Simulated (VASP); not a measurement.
Here is a VASP 6.6.1 calculation.

Contents of INCAR:

```
PREC = Accurate
ENCUT = 520
EDIFF = 1E-6
ISMEAR = 0
SIGMA = 0.15
LREAL = False
LASPH = True
NELM = 60
ALGO = Fast
ISIF = 2
LWAVE = False
LCHARG = False
GGA = PE
NBANDS = 18
```

File KPOINTS:

```
Automatic mesh
0
Gamma
  24 24 12
```

POSCAR

```
Ag
1.0
    2.7572337582      0.0000000000      0.0000000000
   -1.3786168791      2.3878344788      0.0000000000
    0.0000000000      0.0000000000      5.4090750940
Ag
2
Direct
    0.3333333333      0.6666666667      0.2500000000
    0.6666666667      0.3333333333      0.7500000000
```

Potentials or basis: VASP PAW PBE potentials, release 64 (Ag).

Command:

```sh
$ cat potpaw_PBE.64/Ag/POTCAR > POTCAR
$ mpirun -np 1 vasp_std > vasp.out
```

Question: Predict the pressure.

Answer: 4.6 GPa.

Question: Estimate the band gap on the k mesh.

Answer: Zero (bands 11 and 12 overlap by 8.22 eV).

Stress tensor (GPa, compression positive):
```
10.66  0.00  0.00
 0.00 10.66  0.00
 0.00  0.00 -7.56
```

Caveat: the cell stands under pressure.
